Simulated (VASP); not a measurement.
# ZnS in VASP: notebook

ZnS is run at these levels: HSE06; tasks: single point.

All numbers are computed with VASP 6.6.1; they aren't measurements. Logs are shortened: lines on timing, memory, paths and dates and some standing lists are left out, and cuts for length are marked.

**1. The cell of the first run**

Symmetry: F-43m, No. 216, cubic system. The conventional cell has a = 5.652 Å, b = 5.652 Å, c = 5.652 Å, α = 90.00°, β = 90.00°, γ = 90.00°. Within 3.2 Å of Zn (site symmetry -43m) lie 4 S at 2.45 Å. Within 3.2 Å of S (site symmetry -43m) lie 4 Zn at 2.45 Å.

**2. Single point, HSE06 (strain +4.9%)**

The input, POSCAR:

```
ZnS
1.0
    0.0000000000      2.8260960402      2.8260960402
    2.8260960402      0.0000000000      2.8260960402
    2.8260960402      2.8260960402      0.0000000000
Zn S
1 1
Direct
    0.0000000000      0.0000000000      0.0000000000
    0.2500000000      0.2500000000      0.2500000000
```

The input, INCAR.step1:

```
PREC     = Accurate       # precision mode
ENCUT    = 520            # plane-wave cutoff, eV
EDIFF    = 1E-5           # SCF threshold, eV
ISMEAR   = 0              # smearing method
SIGMA    = 0.01           # smearing width, eV
LREAL    = F              # projectors in reciprocal space
LASPH    = T              # aspherical terms in the spheres
NELM     = 80             # most SCF steps
ALGO     = Normal         # electronic algorithm
ISIF     = 2              # what is computed and relaxed
LWAVE    = T              # write WAVECAR
LCHARG   = F              # write CHGCAR
GGA      = PE             # functional
NBANDS   = 16             # bands
```

The input, INCAR.step2:

```
PREC     = Accurate       # precision mode
ENCUT    = 520            # plane-wave cutoff, eV
EDIFF    = 1E-7           # SCF threshold, eV
ISMEAR   = 0              # smearing method
SIGMA    = 0.01           # smearing width, eV
LREAL    = F              # projectors in reciprocal space
LASPH    = T              # aspherical terms in the spheres
NELM     = 80             # most SCF steps
ALGO     = Normal         # electronic algorithm
ISIF     = 2              # what is computed and relaxed
LWAVE    = F              # write WAVECAR
LCHARG   = F              # write CHGCAR
GGA      = PE             # functional
LHFCALC  = T              # exact exchange
HFSCREEN = 0.2079         # screening, 1/A
PRECFOCK = Normal       
ISTART   = 1            
NBANDS   = 16             # bands
```

The input, KPOINTS:

```
regular mesh
0
Gamma
  6 6 6
```

Potentials or basis: VASP PAW PBE potentials, release 64 (Zn, S).

Run with:

```sh
$ cat potpaw_PBE.64/Zn/POTCAR potpaw_PBE.64/S/POTCAR > POTCAR
$ cp INCAR.step1 INCAR
$ mpirun -np 1 vasp_std > vasp.out
$ cp INCAR.step2 INCAR
$ mpirun -np 1 vasp_std > vasp.out
```

OUTCAR:

```text
PREC = Accurate
   ENCUT = 520
   EDIFF = 1E-7
   ISMEAR = 0
   LREAL = F
   LASPH = T
   NELM = 80
   ISIF = 2
   GGA = PE
   LHFCALC = T
   HFSCREEN = 0.2079
   PRECFOCK = Normal
   ISTART = 1

 ion  position               nearest neighbor table
   1  0.000  0.000  0.000-   2 2.45   2 2.45   2 2.45   2 2.45
   2  0.250  0.250  0.250-   1 2.45   1 2.45   1 2.45   1 2.45

  LATTYP: Found a face centered cubic cell.
 ALAT       =     5.6521920804

  Lattice vectors:

 A1 = (   0.0000000000,   2.8260960402,   2.8260960402)
 A2 = (   2.8260960402,   0.0000000000,   2.8260960402)
 A3 = (   2.8260960402,   2.8260960402,   0.0000000000)

Analysis of symmetry for initial positions (statically):
=====================================================================
 Subroutine PRICEL returns:
 Original cell was already a primitive cell.

 Routine SETGRP: Setting up the symmetry group for a
 face centered cubic supercell.

 Subroutine GETGRP returns: Found 24 space group operations
 (whereof 24 operations were pure point group operations)
 out of a pool of 48 trial point group operations.

The static configuration has the point symmetry T_d .

Analysis of symmetry for dynamics (positions and initial velocities):
=====================================================================
 Subroutine PRICEL returns:
 Original cell was already a primitive cell.

 Routine SETGRP: Setting up the symmetry group for a
 face centered cubic supercell.

 Subroutine GETGRP returns: Found 24 space group operations
 (whereof 24 operations were pure point group operations)
 out of a pool of 48 trial point group operations.

The dynamic configuration has the point symmetry T_d .

 Subroutine INISYM returns: Found 24 space group operations
 (whereof 24 operations are pure point group operations),
 and found     1 'primitive' translations

----------------------------------------------------------------------------------------

                                     Primitive cell

  volume of cell :      45.1430

  direct lattice vectors                    reciprocal lattice vectors
     0.000000000  2.826096040  2.826096040    -0.176922508  0.176922508  0.176922508
     2.826096040  0.000000000  2.826096040     0.176922508 -0.176922508  0.176922508
     2.826096040  2.826096040  0.000000000     0.176922508  0.176922508 -0.176922508

  length of vectors
     3.996703349  3.996703349  3.996703349     0.306438773  0.306438773  0.306438773

  position of ions in fractional coordinates (direct lattice)
     0.000000000  0.000000000  0.000000000
     0.250000000  0.250000000  0.250000000

  ion indices of the primitive-cell ions
   primitive index   ion index
                 1           1
                 2           2

----------------------------------------------------------------------------------------

 KPOINTS: regular mesh

Automatic generation of k-mesh.
 Grid dimensions read from file:
 generate k-points for:    6    6    6

 Generating k-lattice:

  Cartesian coordinates                     Fractional coordinates (reciprocal lattice)
    -0.029487085  0.029487085  0.029487085     0.166666667  0.000000000  0.000000000
     0.029487085 -0.029487085  0.029487085     0.000000000  0.166666667  0.000000000
     0.029487085  0.029487085 -0.029487085     0.000000000  0.000000000  0.166666667

  Length of vectors
     0.051073129  0.051073129  0.051073129

  Shift w.r.t. Gamma in fractional coordinates (k-lattice)
     0.000000000  0.000000000  0.000000000

 Subroutine IBZKPT returns following result:
 ===========================================

 Found     16 irreducible k-points:

 Following reciprocal coordinates:
            Coordinates               Weight
  0.000000  0.000000  0.000000      1.000000
  0.166667  0.000000  0.000000      8.000000
  0.333333  0.000000  0.000000      8.000000
  0.500000  0.000000  0.000000      4.000000
  0.166667  0.166667  0.000000      6.000000
  0.333333  0.166667  0.000000     24.000000
[... 8 lines left out ...]
 -0.333333  0.333333  0.166667     24.000000
 -0.333333  0.500000  0.166667     12.000000
   k-points           NKPTS =     16   k-points in BZ     NKDIM =    216   number of bands    NBANDS=     16
   number of dos      NEDOS =    301   number of ions     NIONS =      2
   total plane-waves  NPLWV =  27000
   dimension x,y,z NGX =    30 NGY =   30 NGZ =   30
   dimension x,y,z NGXF=    60 NGYF=   60 NGZF=   60
   ions per type =               1   1
   NGX,Y,Z   is equivalent  to a cutoff of  12.48, 12.48, 12.48 a.u.
   NGXF,Y,Z  is equivalent  to a cutoff of  24.96, 24.96, 24.96 a.u.
 SYSTEM =  unknown system
   PREC   = accura    normal or accurate (medium, high low for compatibility)
   ISTART =      1    job   : 0-new  1-cont  2-samecut
   ICHARG =      0    charge: 1-file 2-atom 10-const
   ISPIN  =      1    spin polarized calculation?
   LNONCOLLINEAR =      F non collinear calculations
   LSORBIT =      F    spin-orbit coupling
   LASPH  =      T    aspherical Exc in radial PAW
   ENCUT  =  520.0 eV  38.22 Ry    6.18 a.u.   7.43  7.43  7.43*2*pi/ulx,y,z
   NELM   =     80;   NELMIN=  2; NELMDL=  0     # of ELM steps
   EDIFF  = 0.1E-06   stopping-criterion for ELM
   LREAL  =      F    real-space projection
   EDIFFG = 0.1E-05   stopping-criterion for IOM
   NSW    =      0    number of steps for IOM
   IBRION =     -1    ionic relax: 0-MD 1-quasi-New 2-CG
   NFREE  =      0    steps in history (QN), initial steepest desc. (CG)
   ISIF   =      2    stress and relaxation
   ISYM   =      3    0-nonsym 1-usesym 2-fastsym
   POTIM  = 0.5000    time-step for ionic-motion
   TEBEG  =    0.0;   TEEND  =   0.0 temperature during run
   PSTRESS=    0.0 pullay stress
   NELECT =      18.0000    total number of electrons
   NUPDOWN=      -1.0000    fix difference up-down
   EMIN   =  10.00;   EMAX   =-10.00  energy-range for DOS
   EFERMI =   0.00;   METHOD = LEGACY
   ISMEAR =     0;   SIGMA  =   0.01  broadening in eV -4-tet -1-fermi 0-gaus
   EFERMI_NEDOS =   21; number of points for ismear=-14 and -15
   IALGO  =     38    algorithm
   IMIX   =      1    mixing-type and parameters
     AMIX     =   0.40;   BMIX     =  1.00
     AMIX_MAG =   1.60;   BMIX_MAG =  1.00
  volume/ion in A,a.u.               =      22.57       152.32
  Fermi-wavevector in a.u.,A,eV,Ry     =   1.204949  2.277024 19.754335  1.451903
  Thomas-Fermi vector in A             =   2.340660
   LORBIT       =      0    0 simple, 1 ext, 2 COOP (PROOUT), +10 PAW based schemes
   GGA     = PE    functional components
   LHFCALC =     T    Hartree Fock is set to
   PRECFOCK=normal    Normal, Fast or Accurate (Low or Medium for compatibility)
   ENCUT4O =  -1.0   cutoff for four orbital integrals eV
   NKREDX  =     1    reduce k-point grid by
   NKREDY  =     1    reduce k-point grid by
   NKREDZ  =     1    reduce k-point grid by
   AEXX    =    0.2500 exact exchange contribution
   HFSCREEN=    0.2079 screening length (either q_TF or 0.3 A-1)
   HFSCREENC=   0.2079 screening length for correlation (either q_TF or 0.3 A-1)
   ENCUTFOCK=  -1.0 apply spherical cutoff to Coloumb kernel
   IVDW    =     0    specifies the selected vdW correction
   LEPSILON=     F    determine dielectric tensor
   LRPA    =     F    only Hartree local field effects (RPA)
 non-spin polarized calculation
 Gauss-broadening in eV      SIGMA  =   0.01
  energy-cutoff  :      520.00
  volume of cell :       45.14
 maximum number of plane-waves:      1243
 NGX is ok and might be reduce to    30
  NGX = 24; NGY = 24; NGZ = 24

 number of electron      18.0000006 magnetization

 Free energy of the ion-electron system (eV)
  ---------------------------------------------------
  ext. energy  EPLUGINS =         0.00000000
  ---------------------------------------------------
  free energy    TOTEN  =        -8.24708161 eV

  energy without entropy =       -8.24708161  energy(sigma->0) =       -8.24708161

 E-fermi :   0.3597     XC(G=0):  -7.4871

 val. band max:        0.2609384501   @ k =   0.0000   0.0000   0.0000
 cond. band min:       2.9541521831   @ k =   0.0000   0.0000   0.0000
 fundamental gap:      2.6932137331
 Fermi energy:         0.3597216007

 k-point     1 :       0.0000    0.0000    0.0000
  band No.  band energies     occupation
      1     -13.1821      2.00000
      2      -7.2434      2.00000
      3      -7.2434      2.00000
      4      -7.2434      2.00000
      5      -6.9332      2.00000
      6      -6.9332      2.00000
[... 8 lines left out ...]
     15      13.2046      0.00000
     16      13.2046      0.00000

 k-point     2 :       0.1667    0.0000    0.0000
  band No.  band energies     occupation
      1     -13.0125      2.00000
      2      -7.2201      2.00000
      3      -7.2201      2.00000
      4      -7.1993      2.00000
      5      -6.9342      2.00000
      6      -6.9342      2.00000
[... 8 lines left out ...]
     15      12.4052      0.00000
     16      13.7223      0.00000

 k-point     3 :       0.3333    0.0000    0.0000
  band No.  band energies     occupation
      1     -12.6399      2.00000
      2      -7.1809      2.00000
      3      -7.1809      2.00000
      4      -7.0004      2.00000
      5      -6.9268      2.00000
      6      -6.9268      2.00000
[... 8 lines left out ...]
     15      12.9728      0.00000
     16      12.9728      0.00000

 k-point     4 :       0.5000    0.0000    0.0000
  band No.  band energies     occupation
      1     -12.4334      2.00000
      2      -7.1665      2.00000
      3      -7.1665      2.00000
      4      -6.9169      2.00000
      5      -6.9169      2.00000
      6      -6.7579      2.00000
[... 8 lines left out ...]
     15      14.8074      0.00000
     16      14.8074      0.00000
[... 172 lines left out ...]
 k-point    14 :       0.5000    0.3333    0.1667
  band No.  band energies     occupation
      1     -12.3872      2.00000
      2      -7.1305      2.00000
      3      -7.1215      2.00000
      4      -7.0056      2.00000
      5      -6.9150      2.00000
      6      -6.8168      2.00000
[... 8 lines left out ...]
     15      15.0212      0.00000
     16      15.7812      0.00000

 k-point    15 :      -0.3333    0.3333    0.1667
  band No.  band energies     occupation
      1     -12.2491      2.00000
      2      -7.1238      2.00000
      3      -7.0986      2.00000
      4      -6.9636      2.00000
      5      -6.9284      2.00000
      6      -6.6630      2.00000
[... 8 lines left out ...]
     15      14.8104      0.00000
     16      15.6270      0.00000

 k-point    16 :      -0.3333    0.5000    0.1667
  band No.  band energies     occupation
      1     -12.1849      2.00000
      2      -7.1075      2.00000
      3      -7.0708      2.00000
      4      -6.9920      2.00000
      5      -6.9145      2.00000
      6      -6.6434      2.00000
[... 8 lines left out ...]
     15      15.2815      0.00000
     16      15.8697      0.00000

------------------------ aborting loop because EDIFF is reached ----------------------------------------

  FORCE on cell =-STRESS in cart. coord.  units (eV):
  Direction    XX          YY          ZZ          XY          YZ          ZX
  --------------------------------------------------------------------------------------
  -------------------------------------------------------------------------------------
  Total       -1.9902290     -1.9902290     -1.9902290     -0.0000000     -0.0000000      0.0000000
  in kB      -70.6354785    -70.6354785    -70.6354785     -0.0000000     -0.0000000      0.0000000
  external PRESSURE =     -70.6354785 kB  Pullay stress =       0.0000000 kB

 VOLUME and BASIS-vectors are now :
 -----------------------------------------------------------------------------
  energy-cutoff  :      520.00
  volume of cell :       45.14
      direct lattice vectors                 reciprocal lattice vectors
     0.000000000  2.826096040  2.826096040    -0.176922508  0.176922508  0.176922508
     2.826096040  0.000000000  2.826096040     0.176922508 -0.176922508  0.176922508
     2.826096040  2.826096040  0.000000000     0.176922508  0.176922508 -0.176922508

 POSITION                                       TOTAL-FORCE (eV/Angst)
 -----------------------------------------------------------------------------------
      0.00000      0.00000      0.00000        -0.000000      0.000000      0.000000
      1.41305      1.41305      1.41305         0.000000     -0.000000     -0.000000
 -----------------------------------------------------------------------------------
    total drift:                                0.000031      0.000026      0.000018

  FREE ENERGIE OF THE ION-ELECTRON SYSTEM (eV)
  ---------------------------------------------------
  free  energy   TOTEN  =        -8.2470816124 eV

  energy  without entropy=       -8.2470816124  energy(sigma->0) =       -8.24708161
```

It took 55 min on 1 thread of AMD EPYC 7R13 (Zen 3), shared host; peak memory 0.26 GiB.

What came out:

- Free energy: -8.2471 eV
- Pressure: -7.1 GPa
- Band gap on the k mesh: 2.69 eV

Caveat: the cell differs from its parent crystal (strain +4.9%); the cell stands under tension; the PAW data sets were made with another functional, which shifts forces and pressure a little.

**3. Single point, HSE06 (epitaxial 111 strain +2.1%)**

The input, POSCAR:

```
ZnS
1.0
   -0.0607385510      2.6907313116      2.6907313116
    2.6907313116     -0.0607385510      2.6907313116
    2.6907313116      2.6907313116     -0.0607385510
Zn S
1 1
Direct
   -0.0018929377     -0.0018929377     -0.0018929377
    0.2518929377      0.2518929377      0.2518929377
```

The input, INCAR.step1:

```
SYSTEM = ZnS
PREC = Accurate
ENCUT = 520
EDIFF = 1E-5
ISMEAR = 0
SIGMA = 0.01
LREAL = .FALSE.
LASPH = .TRUE.
NELM = 60
ALGO = Normal
ISIF = 2
LWAVE = .TRUE.
LCHARG = .FALSE.
GGA = PE
NBANDS = 16
```

The input, INCAR.step2:

```
SYSTEM = ZnS
PREC = Accurate
ENCUT = 520
EDIFF = 1E-6
ISMEAR = 0
SIGMA = 0.01
LREAL = .FALSE.
LASPH = .TRUE.
NELM = 60
ALGO = Normal
ISIF = 2
LWAVE = .FALSE.
LCHARG = .FALSE.
GGA = PE
LHFCALC = .TRUE.
HFSCREEN = 0.2079
PRECFOCK = Normal
ISTART = 1
NBANDS = 16
```

The input, KPOINTS:

```
Automatic mesh
0
G
  6 6 6
  0 0 0
```

Potentials or basis: VASP PAW PBE potentials, release 64 (Zn, S).

Run with:

```sh
$ cat potpaw_PBE.64/Zn/POTCAR potpaw_PBE.64/S/POTCAR > POTCAR
$ cp INCAR.step1 INCAR
$ mpirun -np 1 vasp_std > vasp.out
$ cp INCAR.step2 INCAR
$ mpirun -np 1 vasp_std > vasp.out
```

Run time: 3.1 h. Hardware: 1 thread of Oxide Virtual Turin-like, shared host; peak memory 0.26 GiB.

It converged, with:

```
Free energy            : -8.3642 eV
Pressure               : -0.7 GPa
Largest force          : 0.008 eV/Å
Band gap on the k mesh : 3.10 eV
```

Forces in eV/Å, atoms in the order of the input:
```
Zn  -0.005 -0.005 -0.005
S    0.005  0.005  0.005
```

Stress tensor (GPa, compression positive):
```
-0.68  1.06  1.06
 1.06 -0.68  1.06
 1.06  1.06 -0.68
```

Levels at points of the mesh, in eV from the valence-band top:
| k point | band 6 | band 7 | band 8 | band 9 | band 10 | band 11 | band 12 | band 13 |
| --- | --- | --- | --- | --- | --- | --- | --- | --- |
| (0.00, 0.00, 0.00) | -7.47 | -0.16 | -0.16 | 0.00 | 3.10 | 7.43 | 7.43 | 7.92 |
| (0.50, 0.00, 0.00) | -7.25 | -5.58 | -1.01 | -0.88 | 4.47 | 8.07 | 8.22 | 9.99 |
| (0.50, 0.50, 0.00) | -7.21 | -4.99 | -2.49 | -2.25 | 4.27 | 5.19 | 12.20 | 13.40 |
| (0.50, 0.50, 0.50) | -7.21 | -5.50 | -1.11 | -1.11 | 4.13 | 7.87 | 7.87 | 10.05 |

Caveat: the cell differs from its parent crystal (epitaxial 111 strain +2.1%); the PAW data sets were made with another functional, which shifts forces and pressure a little.
